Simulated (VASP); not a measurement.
A run of VASP 6.6.1:

File INCAR:

```
SYSTEM = HfO2
  PREC = Accurate
  ENCUT = 520
  EDIFF = 1E-6
  ISMEAR = 0
  SIGMA = 0.05
  LREAL = .FALSE.
  LASPH = .TRUE.
  NELM = 100
  ALGO = Normal
  ISIF = 2
  LWAVE = .FALSE.
  LCHARG = .TRUE.
  GGA = PE
  LELF = .TRUE.
  LVHAR = .TRUE.
  NBANDS = 56
```

KPOINTS

```
regular mesh
0
G
  6 6 6
  0 0 0
```

POSCAR

```
HfO2
1.0
    5.1150000000      0.0000000000      0.0000000000
    0.0000000000     -5.1150000000      0.0000000000
    0.0000000000      0.0000000000     -5.1150000000
Hf O
4 8
Direct
    0.0034560449      0.5034560449      0.5000000000
    0.5000000000      0.0000000000      0.5000000000
    0.5000000000      0.5000000000      0.0000000000
    0.0000000000      0.0000000000      0.0000000000
    0.2500000000      0.2500000000      0.2500000000
    0.7500000000      0.7500000000      0.2500000000
    0.7500000000      0.2500000000      0.7500000000
    0.2500000000      0.7500000000      0.7500000000
    0.7500000000      0.7500000000      0.7500000000
    0.2500000000      0.2500000000      0.7500000000
    0.2500000000      0.7500000000      0.2500000000
    0.7500000000      0.2500000000      0.2500000000
```

Potentials or basis: VASP PAW PBE potentials, release 64 (Hf_pv, O).

Launch:

```sh
$ cat potpaw_PBE.64/Hf_pv/POTCAR potpaw_PBE.64/O/POTCAR > POTCAR
$ mpirun -np 1 vasp_std > vasp.out
```

Hardware: 1 thread of Intel(R) Xeon(R) Platinum 8488C (Sapphire Rapids), on a shared host.

Q: Estimate the wall time of this run.

A: It took 4.3 min on 1 thread of Intel(R) Xeon(R) Platinum 8488C (Sapphire Rapids) (shared host), peak memory 0.42 GiB. Counts: scf iterations 14, k points 52.
